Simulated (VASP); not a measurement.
# CdSe (rocksalt type): relaxation of cell and atoms with PBE

Crystal: CdSe (rocksalt type).

```xyz
2
Lattice="0.0000 2.6893 2.6893 2.6893 0.0000 2.6893 2.6893 2.6893 0.0000" Properties=species:S:1:pos:R:3 pbc="T T T"
Cd    0.0000    0.0000    0.0000
Se    2.6893    2.6893    2.6893
```

* Program: VASP 6.6.1
* Task: relaxation of cell and atoms
* Functional: PBE
* Potentials or basis: VASP PAW PBE potentials, release 64 (Cd, Se)
* Cutoff: 600 eV
* k mesh: 14 × 14 × 14
* Occupations: fermi-dirac, width 0.1 eV
* Spin: no spin polarisation
* Dipole correction: no
* Further INCAR settings: ALGO = Normal; EDIFF = 1e-06; IBRION = 2; EDIFFG = -0.005; NSW = 60; ISIF = 3

```
Relaxed volume                        : 23.73 Å³/atom
Relaxed cell                          : a = 4.064 Å, b = 4.064 Å, c = 4.064 Å, α = 60.00°, β = 60.00°, γ = 60.00°
Space group after relaxing (to 0.1 Å) : Fm-3m (No. 225)
Energy gained by relaxing             : 212.7 meV/atom
Ionic steps                           : 5
Pressure after relaxing               : 0.0 GPa
Band gap on the k mesh                : zero (bands 9 and 10 overlap by 0.42 eV)
```

The path:
```tsv
step	energy change (eV)	largest force (eV/Å)	pressure (GPa)	volume (Å³)
1	0.0000	0.0000	19.34	38.90
2	-0.3067	0.0000	-5.40	53.67
3	-0.4254	0.0000	0.10	47.42
4	-0.4253	0.0000	-0.14	47.60
5	-0.4254	0.0000	0.03	47.47
```

Final structure:
```
CELL_PARAMETERS angstrom
0.00000 2.87380 2.87380
2.87380 0.00000 2.87380
2.87380 2.87380 0.00000
ATOMIC_POSITIONS crystal
Cd 0.00000 0.00000 0.00000
Se 0.50000 0.50000 0.50000
```

Levels at points of the mesh, in eV from the Fermi level:
| k point | band 7 | band 8 | band 9 | band 10 | band 11 | band 12 |
| --- | --- | --- | --- | --- | --- | --- |
| (0.00, 0.00, 0.00) | -0.73 | -0.73 | -0.73 | -0.04 | 8.52 | 8.52 |
| (0.50, 0.00, 0.00) | -5.05 | -0.18 | -0.18 | 2.91 | 5.15 | 5.15 |
| (0.50, 0.50, 0.00) | -4.20 | -2.17 | -2.17 | -0.57 | 5.35 | 9.58 |

It took 2.3 min on 1 thread of AMD EPYC 7R13 Processor (Zen 3) (shared host), peak memory 0.2 GiB.

Caveat: the volume moved by over 15 % at a fixed basis, so the end points are rough; semilocal functionals underestimate gaps, and a narrow one can read as zero.
